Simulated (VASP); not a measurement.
# KCl (I4/mmm) in VASP: a series of runs

KCl is run at these levels: PBE; tasks: single point.

All numbers are computed with VASP 6.6.1; they aren't measurements. Logs are shortened: lines on timing, memory, paths and dates and some standing lists are left out, and cuts for length are marked.

### Step 1. The cell of the first run

Symmetry: I4/mmm, No. 139, tetragonal system. The conventional cell has a = 4.463 Å, b = 4.463 Å, c = 6.438 Å, α = 90.00°, β = 90.00°, γ = 90.00°. Within 4.2 Å of K (site symmetry 4/mmm) lie 6 Cl at 3.16 to 3.22 Å. Within 4.2 Å of Cl (site symmetry 4/mmm) lie 6 K at 3.16 to 3.22 Å.

### Step 2. Single point, PBE (strain +0.0200 x Voigt [0, 1, 0, 0, 0, 0])

Input file INCAR:

```
ALGO = Normal
EDIFF = 1E-6
ENCUT = 520
GGA = PE
ISIF = 2
ISMEAR = 0
LASPH = T
LCHARG = F
LREAL = F
LWAVE = F
NBANDS = 15
NELM = 60
PREC = Accurate
SIGMA = 0.05
```

Input file KPOINTS:

```
k-points
0
Gamma
  6 6 6
```

Input file POSCAR:

```
KCl
1.0
    0.0000000000      3.2192220000      3.1561000000
    3.1561000000      0.0000000000      3.1561000000
    3.1561000000      3.2192220000      0.0000000000
K Cl
1 1
Direct
    0.0000000000      0.0000000000      0.0000000000
    0.5000000000      0.5000000000      0.5000000000
```

Potentials or basis: VASP PAW PBE potentials, release 64 (K_sv, Cl).

Launch:

```console
cat potpaw_PBE.64/K_sv/POTCAR potpaw_PBE.64/Cl/POTCAR > POTCAR
mpirun -np 1 vasp_std > vasp.out
```

OUTCAR:

```text
EDIFF = 1E-6
   ENCUT = 520
   GGA = PE
   ISIF = 2
   ISMEAR = 0
   LASPH = T
   LREAL = F
   NELM = 60
   PREC = Accurate

 ion  position               nearest neighbor table
   1  0.000  0.000  0.000-   2 3.16   2 3.16   2 3.16   2 3.16   2 3.22   2 3.22
   2  0.500  0.500  0.500-   1 3.16   1 3.16   1 3.16   1 3.16   1 3.22   1 3.22

  LATTYP: Found a body centered tetragonal cell.
 ALAT       =     4.4633994242
 C/A-ratio  =     1.4424978336

  Lattice vectors:

 A1 = (   0.0000000000,  -3.2192220000,   3.1561000000)
 A2 = (   0.0000000000,  -3.2192220000,  -3.1561000000)
 A3 = (   3.1561000000,   3.2192220000,   0.0000000000)

Analysis of symmetry for initial positions (statically):
=====================================================================
 Subroutine PRICEL returns:
 Original cell was already a primitive cell.

 Routine SETGRP: Setting up the symmetry group for a
 body centered tetragonal supercell.

 Subroutine GETGRP returns: Found 16 space group operations
 (whereof 16 operations were pure point group operations)
 out of a pool of 16 trial point group operations.

The static configuration has the point symmetry D_4h.

Analysis of symmetry for dynamics (positions and initial velocities):
=====================================================================
 Subroutine PRICEL returns:
 Original cell was already a primitive cell.

 Routine SETGRP: Setting up the symmetry group for a
 body centered tetragonal supercell.

 Subroutine GETGRP returns: Found 16 space group operations
 (whereof 16 operations were pure point group operations)
 out of a pool of 16 trial point group operations.

The dynamic configuration has the point symmetry D_4h.

 Subroutine INISYM returns: Found 16 space group operations
 (whereof 16 operations are pure point group operations),
 and found     1 'primitive' translations

----------------------------------------------------------------------------------------

                                     Primitive cell

  volume of cell :      64.1331

  direct lattice vectors                    reciprocal lattice vectors
     0.000000000  3.219222000  3.156100000    -0.158423371  0.155317030  0.158423371
     3.156100000  0.000000000  3.156100000     0.158423371 -0.155317030  0.158423371
     3.156100000  3.219222000  0.000000000     0.158423371  0.155317030 -0.158423371

  length of vectors
     4.508254373  4.463399424  4.508254373     0.272615679  0.272615679  0.272615679

  position of ions in fractional coordinates (direct lattice)
     0.000000000  0.000000000  0.000000000
     0.500000000  0.500000000  0.500000000

  ion indices of the primitive-cell ions
   primitive index   ion index
                 1           1
                 2           2

----------------------------------------------------------------------------------------

 KPOINTS: k-points

Automatic generation of k-mesh.
 Grid dimensions read from file:
 generate k-points for:    6    6    6

 Generating k-lattice:

  Cartesian coordinates                     Fractional coordinates (reciprocal lattice)
    -0.026403895  0.025886172  0.026403895     0.166666667  0.000000000 -0.000000000
     0.026403895 -0.025886172  0.026403895     0.000000000  0.166666667  0.000000000
     0.026403895  0.025886172 -0.026403895    -0.000000000  0.000000000  0.166666667

  Length of vectors
     0.045435947  0.045435947  0.045435947

  Shift w.r.t. Gamma in fractional coordinates (k-lattice)
     0.000000000  0.000000000  0.000000000

 Subroutine IBZKPT returns following result:
 ===========================================

 Found     30 irreducible k-points:

 Following reciprocal coordinates:
            Coordinates               Weight
  0.000000  0.000000  0.000000      1.000000
  0.166667  0.000000  0.000000      8.000000
  0.333333  0.000000  0.000000      8.000000
  0.500000  0.000000  0.000000      4.000000
  0.166667  0.166667  0.000000      4.000000
  0.333333  0.166667  0.000000     16.000000
[... 16 lines left out ...]
  0.333333 -0.333333  0.166667     16.000000
  0.500000 -0.333333  0.166667      4.000000
 [... further k-points ...]
   k-points           NKPTS =     30   k-points in BZ     NKDIM =     30   number of bands    NBANDS=     15
   number of dos      NEDOS =    301   number of ions     NIONS =      2
   total plane-waves  NPLWV =  46656
   dimension x,y,z NGX =    36 NGY =   36 NGZ =   36
   dimension x,y,z NGXF=    72 NGYF=   72 NGZF=   72
   ions per type =               1   1
   NGX,Y,Z   is equivalent  to a cutoff of  13.28, 13.41, 13.28 a.u.
   NGXF,Y,Z  is equivalent  to a cutoff of  26.55, 26.82, 26.55 a.u.
 SYSTEM =  unknown system
   PREC   = accura    normal or accurate (medium, high low for compatibility)
   ISTART =      0    job   : 0-new  1-cont  2-samecut
   ICHARG =      2    charge: 1-file 2-atom 10-const
   ISPIN  =      1    spin polarized calculation?
   LNONCOLLINEAR =      F non collinear calculations
   LSORBIT =      F    spin-orbit coupling
   LASPH  =      T    aspherical Exc in radial PAW
   ENCUT  =  520.0 eV  38.22 Ry    6.18 a.u.   8.38  8.30  8.38*2*pi/ulx,y,z
   NELM   =     60;   NELMIN=  2; NELMDL= -5     # of ELM steps
   EDIFF  = 0.1E-05   stopping-criterion for ELM
   LREAL  =      F    real-space projection
   EDIFFG = 0.1E-04   stopping-criterion for IOM
   NSW    =      0    number of steps for IOM
   IBRION =     -1    ionic relax: 0-MD 1-quasi-New 2-CG
   NFREE  =      0    steps in history (QN), initial steepest desc. (CG)
   ISIF   =      2    stress and relaxation
   ISYM   =      2    0-nonsym 1-usesym 2-fastsym
   POTIM  = 0.5000    time-step for ionic-motion
   TEBEG  =    0.0;   TEEND  =   0.0 temperature during run
   PSTRESS=    0.0 pullay stress
   NELECT =      16.0000    total number of electrons
   NUPDOWN=      -1.0000    fix difference up-down
   EMIN   =  10.00;   EMAX   =-10.00  energy-range for DOS
   EFERMI =   0.00;   METHOD = LEGACY
   ISMEAR =     0;   SIGMA  =   0.05  broadening in eV -4-tet -1-fermi 0-gaus
   EFERMI_NEDOS =   21; number of points for ismear=-14 and -15
   IALGO  =     38    algorithm
   IMIX   =      4    mixing-type and parameters
     AMIX     =   0.40;   BMIX     =  1.00
     AMIX_MAG =   1.60;   BMIX_MAG =  1.00
  volume/ion in A,a.u.               =      32.07       216.40
  Fermi-wavevector in a.u.,A,eV,Ry     =   1.030593  1.947539 14.451057  1.062123
  Thomas-Fermi vector in A             =   2.164699
   LORBIT       =      0    0 simple, 1 ext, 2 COOP (PROOUT), +10 PAW based schemes
   GGA     = PE    functional components
   LHFCALC =     F    Hartree Fock is set to
   AEXX    =    0.0000 exact exchange contribution
   IVDW    =     0    specifies the selected vdW correction
   LEPSILON=     F    determine dielectric tensor
   LRPA    =     F    only Hartree local field effects (RPA)
 non-spin polarized calculation
 Gauss-broadening in eV      SIGMA  =   0.05
  energy-cutoff  :      520.00
  volume of cell :       64.13
 maximum number of plane-waves:      1750
 NGX is ok and might be reduce to    36
   NGX = 17   NGY = 17   NGZ = 17

 number of electron      15.9999999 magnetization

 Free energy of the ion-electron system (eV)
  ---------------------------------------------------
  ext. energy  EPLUGINS =         0.00000000
  ---------------------------------------------------
  free energy    TOTEN  =        -6.80845137 eV

  energy without entropy =       -6.80845137  energy(sigma->0) =       -6.80845137

 E-fermi :  -1.6992     XC(G=0):  -7.4210

 val. band max:       -1.9514031180   @ k =   0.0000   0.0000   0.0000
 cond. band min:       3.1324519461   @ k =   0.0000   0.0000   0.0000
 fundamental gap:      5.0838550641
 Fermi energy:        -1.6992335114

 k-point     1 :       0.0000    0.0000    0.0000
  band No.  band energies     occupation
      1     -29.2234      2.00000
      2     -14.0412      2.00000
      3     -12.6857      2.00000
      4     -12.6830      2.00000
      5     -12.6830      2.00000
      6      -1.9614      2.00000
      7      -1.9514      2.00000
      8      -1.9514      2.00000
      9       3.1325      0.00000
     10       6.3285      0.00000
     11       6.4494      0.00000
     12       6.4494      0.00000
     13       7.2259      0.00000
     14       7.3145      0.00000
     15      10.9248      0.00000

 k-point     2 :       0.1667    0.0000    0.0000
  band No.  band energies     occupation
      1     -29.2212      2.00000
      2     -14.0903      2.00000
      3     -12.6880      2.00000
      4     -12.6845      2.00000
      5     -12.6221      2.00000
      6      -2.2537      2.00000
      7      -2.0369      2.00000
      8      -2.0319      2.00000
      9       3.7506      0.00000
     10       6.2297      0.00000
     11       6.7092      0.00000
     12       6.7794      0.00000
     13       7.5763      0.00000
     14       7.6741      0.00000
     15      11.7900      0.00000

 k-point     3 :       0.3333    0.0000    0.0000
  band No.  band energies     occupation
      1     -29.2166      2.00000
      2     -14.1781      2.00000
      3     -12.6938      2.00000
      4     -12.6874      2.00000
      5     -12.5087      2.00000
      6      -2.7470      2.00000
      7      -2.1863      2.00000
      8      -2.1849      2.00000
      9       4.9757      0.00000
     10       6.2501      0.00000
     11       7.6210      0.00000
     12       7.6746      0.00000
     13       8.4631      0.00000
     14       8.5886      0.00000
     15      10.6868      0.00000
[... 343 lines left out ...]
 k-point    23 :       0.3333   -0.3333    0.1667
  band No.  band energies     occupation
      1     -29.2124      2.00000
      2     -14.0947      2.00000
      3     -12.7522      2.00000
      4     -12.7357      2.00000
      5     -12.5653      2.00000
      6      -2.6411      2.00000
      7      -2.3773      2.00000
      8      -2.2944      2.00000
      9       5.9528      0.00000
     10       6.1942      0.00000
     11       7.6417      0.00000
     12       7.9245      0.00000
     13       9.1195      0.00000
     14       9.7279      0.00000
     15       9.8509      0.00000

 k-point    24 :       0.5000   -0.3333    0.1667
  band No.  band energies     occupation
      1     -29.2115      2.00000
      2     -14.0235      2.00000
      3     -12.7900      2.00000
      4     -12.7523      2.00000
      5     -12.6251      2.00000
      6      -2.4990      2.00000
      7      -2.3698      2.00000
      8      -2.3111      2.00000
      9       5.2883      0.00000
     10       6.9336      0.00000
     11       6.9659      0.00000
     12       8.0929      0.00000
     13       8.9701      0.00000
     14       9.5825      0.00000
     15      10.2084      0.00000

 [... further k-points ...]

------------------------ aborting loop because EDIFF is reached ----------------------------------------

  FORCE on cell =-STRESS in cart. coord.  units (eV):
  Direction    XX          YY          ZZ          XY          YZ          ZX
  --------------------------------------------------------------------------------------
  -------------------------------------------------------------------------------------
  Total        0.1866296     -0.0623538      0.1866296      0.0000000      0.0000000      0.0000000
  in kB        4.6623900     -1.5577264      4.6623900      0.0000000      0.0000000      0.0000000
  external PRESSURE =       2.5890179 kB  Pullay stress =       0.0000000 kB

 VOLUME and BASIS-vectors are now :
 -----------------------------------------------------------------------------
  energy-cutoff  :      520.00
  volume of cell :       64.13
      direct lattice vectors                 reciprocal lattice vectors
     0.000000000  3.219222000  3.156100000    -0.158423371  0.155317030  0.158423371
     3.156100000  0.000000000  3.156100000     0.158423371 -0.155317030  0.158423371
     3.156100000  3.219222000  0.000000000     0.158423371  0.155317030 -0.158423371

 POSITION                                       TOTAL-FORCE (eV/Angst)
 -----------------------------------------------------------------------------------
      0.00000      0.00000      0.00000         0.000000      0.000000     -0.000000
      3.15610      3.21922      3.15610         0.000000      0.000000      0.000000
 -----------------------------------------------------------------------------------
    total drift:                                0.000000      0.000000      0.000000

  FREE ENERGIE OF THE ION-ELECTRON SYSTEM (eV)
  ---------------------------------------------------
  free  energy   TOTEN  =        -6.8084513677 eV

  energy  without entropy=       -6.8084513677  energy(sigma->0) =       -6.80845137
```

Wall time 37 s (1 thread of Intel Xeon Platinum 8259CL at 2.50GHz (Skylake/Cascade Lake), shared host); peak memory 0.21 GiB.

Results:

| Item | Value |
| --- | --- |
| Free energy | -6.8085 eV |
| Pressure | 0.3 GPa |
| Band gap on the k mesh | 5.08 eV |

Stress tensor (GPa, compression positive):
```
 0.47  0.00  0.00
 0.00 -0.16  0.00
 0.00  0.00  0.47
```

Caveat: the cell differs from its parent crystal (strain +0.0200 x Voigt [0, 1, 0, 0, 0, 0]).

### Step 3. Single point, PBE (strain +0.0400 x Voigt [0, 1, 0, 0, 0, 0])

Input file INCAR:

```
PREC     = Accurate       # precision mode
ENCUT    = 520            # plane-wave cutoff, eV
EDIFF    = 1E-6           # SCF threshold, eV
ISMEAR   = 0              # smearing method
SIGMA    = 0.05           # smearing width, eV
LREAL    = False          # projectors in reciprocal space
LASPH    = True           # aspherical terms in the spheres
NELM     = 60             # most SCF steps
ALGO     = Normal         # electronic algorithm
ISIF     = 2              # what is computed and relaxed
LWAVE    = False          # write WAVECAR
LCHARG   = True           # write CHGCAR
GGA      = PE             # functional
LELF     = True           # ELF
LVHAR    = True         
NBANDS   = 15             # bands
```

Input file KPOINTS:

```
Automatic mesh
0
Gamma
  6 6 6
```

Input file POSCAR:

```
KCl
1.0
    0.0000000000      3.2823440000      3.1561000000
    3.1561000000      0.0000000000      3.1561000000
    3.1561000000      3.2823440000      0.0000000000
K Cl
1 1
Direct
    0.0000000000      0.0000000000      0.0000000000
    0.5000000000      0.5000000000      0.5000000000
```

Potentials or basis: VASP PAW PBE potentials, release 64 (K_sv, Cl).

Launch:

```console
cat potpaw_PBE.64/K_sv/POTCAR potpaw_PBE.64/Cl/POTCAR > POTCAR
mpirun -np 1 vasp_std > vasp.out
```

Run time: 38 s. Hardware: 1 thread of Intel Xeon Platinum 8259CL at 2.50GHz (Skylake/Cascade Lake), shared host; peak memory 0.21 GiB.

Results (log left out):

| Item | Value |
| --- | --- |
| Free energy | -6.8052 eV |
| Pressure | 0.0 GPa |
| Band gap on the k mesh | 5.01 eV |

Stress tensor (GPa, compression positive):
```
 0.34  0.00  0.00
 0.00 -0.73  0.00
 0.00  0.00  0.34
```

Levels at points of the mesh, in eV from the valence-band top:
| k point | band 6 | band 7 | band 8 | band 9 | band 10 | band 11 |
| --- | --- | --- | --- | --- | --- | --- |
| (0.00, 0.00, 0.00) | -0.02 | 0.00 | 0.00 | 5.01 | 8.19 | 8.43 |
| (0.50, 0.00, 0.00) | -0.98 | -0.30 | -0.30 | 7.44 | 8.39 | 10.34 |
| (0.50, 0.50, 0.00) | -0.61 | -0.24 | -0.23 | 6.54 | 8.14 | 9.86 |
| (0.50, 0.00, 0.50) | -0.66 | -0.19 | -0.19 | 6.60 | 8.10 | 9.61 |

Caveat: the cell differs from its parent crystal (strain +0.0400 x Voigt [0, 1, 0, 0, 0, 0]).

[end of part 1 of 2]
